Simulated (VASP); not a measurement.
# B2Se (I4_1/amd) in VASP: single point with PBE

Aim: the single point of B2Se with PBE.

Everything below comes from runs of VASP 6.6.1. Logs are shortened: lines on timing, memory, paths and dates and some standing lists are left out, and cuts for length are marked.

## 1. The cell of the first run

It takes space group I4_1/amd (No. 141, tetragonal). Conventional cell: a = 4.231 Å, b = 4.231 Å, c = 7.904 Å, α = 90.00°, β = 90.00°, γ = 90.00°. B (site symmetry 2mm) has 3 Se at 2.08 to 2.12 Å and 12 B at 2.76 to 3.04 Å within 3.1 Å. Se (site symmetry -4m2) has 6 B at 2.08 to 2.12 Å and 4 Se at 2.89 Å within 2.9 Å.

The cell was generated, and may not be a known phase.

## 2. Single point, PBE

Contents of INCAR:

```
ALGO = Normal
EDIFF = 1E-6
ENCUT = 520
GGA = PE
ISIF = 2
ISMEAR = 0
LASPH = T
LCHARG = F
LREAL = F
LWAVE = F
NBANDS = 21
NELM = 100
PREC = Accurate
SIGMA = 0.1
```

Contents of KPOINTS:

```
k-points
0
Gamma
  6 6 6
```

Contents of POSCAR:

```
B2Se
1.0
   -2.1154399400      2.1154399400      3.9520290600
    2.1154399400     -2.1154399400      3.9520290600
    2.1154399400      2.1154399400     -3.9520290600
B Se
4 2
Direct
    0.9869642300      0.4869642300      0.5000000000
    0.2369642300      0.2369642300      0.0000000000
    0.5130357700      0.0130357700      0.5000000000
    0.7630357700      0.7630357700      0.0000000000
    0.2500000000      0.7500000000      0.5000000000
    0.5000000000      0.5000000000      0.0000000000
```

Potentials or basis: VASP PAW PBE potentials, release 64 (B, Se).

Command:

```bash
cat potpaw_PBE.64/B/POTCAR potpaw_PBE.64/Se/POTCAR > POTCAR
mpirun -np 1 vasp_std > vasp.out
```

OUTCAR:

```text
EDIFF = 1E-6
   ENCUT = 520
   GGA = PE
   ISIF = 2
   ISMEAR = 0
   LASPH = T
   LREAL = F
   NELM = 100
   PREC = Accurate

 ion  position               nearest neighbor table
   1  0.987  0.487  0.500-   5 2.08   6 2.12   6 2.12
   2  0.237  0.237  0.000-   6 2.08   5 2.12   5 2.12
   3  0.513  0.013  0.500-   5 2.08   6 2.12   6 2.12
   4  0.763  0.763  0.000-   6 2.08   5 2.12   5 2.12
   5  0.250  0.750  0.500-   1 2.08   3 2.08   2 2.12   4 2.12   4 2.12   2 2.12
   6  0.500  0.500  0.000-   2 2.08   4 2.08   3 2.12   1 2.12   3 2.12   1 2.12

  LATTYP: Found a body centered tetragonal cell.
 ALAT       =     4.2308798800
 C/A-ratio  =     1.8681830598

  Lattice vectors:

 A1 = (  -2.1154399400,   2.1154399400,   3.9520290600)
 A2 = (   2.1154399400,  -2.1154399400,   3.9520290600)
 A3 = (   2.1154399400,   2.1154399400,  -3.9520290600)

Analysis of symmetry for initial positions (statically):
=====================================================================
 Subroutine PRICEL returns:
 Original cell was already a primitive cell.

 Routine SETGRP: Setting up the symmetry group for a
 body centered tetragonal supercell.

 Subroutine GETGRP returns: Found 16 space group operations
 (whereof  8 operations were pure point group operations)
 out of a pool of 16 trial point group operations.

The static configuration has the point symmetry D_2d.
 The point group associated with its full space group is D_4h.

Analysis of symmetry for dynamics (positions and initial velocities):
=====================================================================
 Subroutine PRICEL returns:
 Original cell was already a primitive cell.

 Routine SETGRP: Setting up the symmetry group for a
 body centered tetragonal supercell.

 Subroutine GETGRP returns: Found 16 space group operations
 (whereof  8 operations were pure point group operations)
 out of a pool of 16 trial point group operations.

The dynamic configuration has the point symmetry D_2d.
 The point group associated with its full space group is D_4h.

 Subroutine INISYM returns: Found 16 space group operations
 (whereof  8 operations are pure point group operations),
 and found     1 'primitive' translations

----------------------------------------------------------------------------------------

[... 100 lines left out ...]
   EDIFF  = 0.1E-05   stopping-criterion for ELM
   LREAL  =      F    real-space projection
   EDIFFG = 0.1E-04   stopping-criterion for IOM
   NSW    =      0    number of steps for IOM
   IBRION =     -1    ionic relax: 0-MD 1-quasi-New 2-CG
   NFREE  =      0    steps in history (QN), initial steepest desc. (CG)
   ISIF   =      2    stress and relaxation
   ISYM   =      2    0-nonsym 1-usesym 2-fastsym
   POTIM  = 0.5000    time-step for ionic-motion
   TEBEG  =    0.0;   TEEND  =   0.0 temperature during run
   PSTRESS=    0.0 pullay stress
   NELECT =      24.0000    total number of electrons
   NUPDOWN=      -1.0000    fix difference up-down
   EMIN   =  10.00;   EMAX   =-10.00  energy-range for DOS
   EFERMI =   0.00;   METHOD = LEGACY
   ISMEAR =     0;   SIGMA  =   0.10  broadening in eV -4-tet -1-fermi 0-gaus
   EFERMI_NEDOS =   21; number of points for ismear=-14 and -15
   IALGO  =     38    algorithm
   IMIX   =      4    mixing-type and parameters
     AMIX     =   0.40;   BMIX     =  1.00
     AMIX_MAG =   1.60;   BMIX_MAG =  1.00
  volume/ion in A,a.u.               =      11.79        79.57
  Fermi-wavevector in a.u.,A,eV,Ry     =   1.141786  2.157663 17.737581  1.303675
  Thomas-Fermi vector in A             =   2.278485
   LORBIT       =      0    0 simple, 1 ext, 2 COOP (PROOUT), +10 PAW based schemes
   GGA     = PE    functional components
   LHFCALC =     F    Hartree Fock is set to
   AEXX    =    0.0000 exact exchange contribution
   IVDW    =     0    specifies the selected vdW correction
   LEPSILON=     F    determine dielectric tensor
   LRPA    =     F    only Hartree local field effects (RPA)
 non-spin polarized calculation
 Gauss-broadening in eV      SIGMA  =   0.10
  energy-cutoff  :      520.00
  volume of cell :       70.74
 maximum number of plane-waves:      1922
 NGX is ok and might be reduce to    40
   NGX = 19   NGY = 19   NGZ = 19

 number of electron      23.9999999 magnetization

 Free energy of the ion-electron system (eV)
  ---------------------------------------------------
  ext. energy  EPLUGINS =         0.00000000
  ---------------------------------------------------
  free energy    TOTEN  =       -21.63266782 eV

  energy without entropy =      -21.62155992  energy(sigma->0) =      -21.62711387

 E-fermi :   6.7525     XC(G=0): -11.0676

 val. band max:        6.6875798871   @ k =   0.5000   0.3333   0.0000
 cond. band min:       6.7932651339   @ k =   0.5000   0.5000   0.5000
 fundamental gap:      0.1056852468
 Fermi energy:         6.7525026609

 k-point     1 :       0.0000    0.0000    0.0000
  band No.  band energies     occupation
      1     -12.0763      2.00000
      2      -7.1785      2.00000
      3      -3.1538      2.00000
      4      -1.2810      2.00000
      5      -1.2810      2.00000
      6      -0.5529      2.00000
[... 565 lines left out ...]
     20      13.3644      0.00000
     21      14.6759      0.00000

 [... further k-points ...]

------------------------ aborting loop because EDIFF is reached ----------------------------------------

  FORCE on cell =-STRESS in cart. coord.  units (eV):
  Direction    XX          YY          ZZ          XY          YZ          ZX
  --------------------------------------------------------------------------------------
  -------------------------------------------------------------------------------------
  Total        3.4731052      3.4731052      8.0824147      0.0000000      0.0000000      0.0000000
  in kB       78.6587423     78.6587423    183.0501934      0.0000000      0.0000000      0.0000000
  external PRESSURE =     113.4558926 kB  Pullay stress =       0.0000000 kB

 VOLUME and BASIS-vectors are now :
 -----------------------------------------------------------------------------
  energy-cutoff  :      520.00
  volume of cell :       70.74
      direct lattice vectors                 reciprocal lattice vectors
    -2.115439940  2.115439940  3.952029060     0.000000000  0.236357455  0.126517288
     2.115439940 -2.115439940  3.952029060     0.236357455  0.000000000  0.126517288
     2.115439940  2.115439940 -3.952029060     0.236357455  0.236357455  0.000000000

 POSITION                                       TOTAL-FORCE (eV/Angst)
 -----------------------------------------------------------------------------------
      0.00000      2.11544      3.84899         0.000000      0.000000     -1.832449
      0.00000      0.00000      1.87298        -0.000000     -0.000000     -1.832449
      0.00000      2.11544      0.10304        -0.000000     -0.000000      1.832449
      0.00000      0.00000      6.03108         0.000000      0.000000      1.832449
      2.11544      0.00000      1.97601         0.000000      0.000000     -0.000000
      0.00000      0.00000      3.95203         0.000000      0.000000      0.000000
 -----------------------------------------------------------------------------------
    total drift:                               -0.000000     -0.000000      0.000000

  FREE ENERGIE OF THE ION-ELECTRON SYSTEM (eV)
  ---------------------------------------------------
  free  energy   TOTEN  =       -21.6326678204 eV

  energy  without entropy=      -21.6215599222  energy(sigma->0) =      -21.62711387
```

Run time: 41 s. Hardware: 1 thread of Intel Xeon 6975P-C (Granite Rapids), shared host; peak memory 0.23 GiB.

What came out:

```yaml
Free_energy: -21.6327 eV
Pressure: 11.3 GPa
Largest_force: 1.832 eV/Å
Band_gap_on_the_k_mesh: zero (bands 12 and 13 overlap by 1.10 eV)
```

Forces on the atoms (eV/Å):
```
B    0.000  0.000 -1.832
B    0.000  0.000 -1.832
B    0.000  0.000  1.832
B    0.000  0.000  1.832
Se   0.000  0.000  0.000
Se   0.000  0.000  0.000
```

Caveat: the stress differs along the axes, from 8 to 18 GPa; forces of over 1 eV/Å act on the atoms, so gaps and moduli don't describe the material at rest.

The gap in the log of VASP goes by the Fermi energy; the results here count the filled bands.